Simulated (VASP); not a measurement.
Crystal: Ge.

```
CELL_PARAMETERS angstrom
0.00000 2.09836 2.09836
2.09836 0.00000 2.09836
2.09836 2.09836 0.00000
ATOMIC_POSITIONS crystal
Ge 0.00000 0.00000 0.00000
```

Base run:

* Program: VASP 6.6.1
* Functional: PBE
* Potentials or basis: VASP PAW PBE potentials, release 64 (Ge_d)
* Cutoff: 500 eV
* k mesh: 10 × 10 × 10
* Occupations: gaussian, width 0.0057 eV
* Spin: no spin polarisation

Its results: band gap on the k mesh zero (band 7 reaches 16.23 eV, above the bottom of band 8 at 4.69 eV); pressure 3.6 GPa.

Q: The run is repeated on the same cell with these changes: occupations from gaussian, width 0.0057 eV to tetrahedron. What comes out?

A: Band gap on the k mesh zero (band 7 reaches 16.23 eV, above the bottom of band 8 at 4.69 eV); pressure 4.5 GPa.

Caveats: tetrahedron occupations give inexact forces and stress in metals (some runs).
